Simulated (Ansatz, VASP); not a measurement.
Fe: VASP beside Ansatz

The input INCAR:

```
PREC     = Accurate       # precision mode
ENCUT    = 600            # plane-wave cutoff, eV
EDIFF    = 1E-6           # SCF threshold, eV
ISMEAR   = -1             # smearing method
SIGMA    = 0.1            # smearing width, eV
LREAL    = F              # projectors in reciprocal space
LASPH    = T              # aspherical terms in the spheres
NELM     = 200            # most SCF steps
ALGO     = Normal         # electronic algorithm
ISIF     = 2              # what is computed and relaxed
LWAVE    = F              # write WAVECAR
LCHARG   = F              # write CHGCAR
ISPIN    = 2              # spin polarisation
MAGMOM   = 4              # initial moments
LORBIT   = 11             # projections on sites
LMAXMIX  = 4              # l up to which the mixer works
GGA      = PE             # functional
NBANDS   = 18             # bands
GGA_COMPAT= F
```

File KPOINTS:

```
regular mesh
0
Gamma
  12 12 12
```

The input POSCAR:

```
Fe
1.0
    0.0000000000      1.7775000000      1.7775000000
    1.7775000000      0.0000000000      1.7775000000
    1.7775000000      1.7775000000      0.0000000000
Fe
1
Direct
    0.0000000000      0.0000000000      0.0000000000
```

Input for Ansatz:

```yaml
crystal:
  lattice:
    - [0.0, 1.7775, 1.7775]
    - [1.7775, 0.0, 1.7775]
    - [1.7775, 1.7775, 0.0]
  atoms:
    - { symbol: Fe, position: [0.0, 0.0, 0.0], spin: 4.0 }
magnetization:
  spin_polarized: true
hamiltonian:
  xc: pbe
  pseudopotentials: { kind: paw }
basis:
  ecutwfc: 420
kpoints:
  mp_grid: { grid: [12, 12, 12] }
scf:
  occupations: { method: fermi_dirac, width: 0.1 }
  lower_state_search: "off"
output:
  forces: true
  stress: true
```

Alike in both runs: task single point; functional PBE; k mesh 12 × 12 × 12; occupations fermi-dirac, width 0.1 eV; collinear spin.

```csv
,VASP,Ansatz
version,VASP 6.6.1,Ansatz 0.2.0
potentials or method,"VASP PAW PBE potentials, release 64 (Fe_sv), cutoff 600 eV","PAW, plane waves, scalar-relativistic"
valence electrons in the cell,16,16
```

|  | VASP | Ansatz | Ansatz less VASP |
| --- | --- | --- | --- |
| pressure (GPa) | -12.7 | -9.1 | +3.60 |
| net moment per atom (μB) | 1.40 | 1.39 | -0.010 |
| size of the moment on the site where the two differ most (μB) | 1.40 | 1.42 | +0.020 |

Site moments also hang on the region over which each program counts them. With one functional, cell and mesh, what is left measures potentials, basis and numerics.
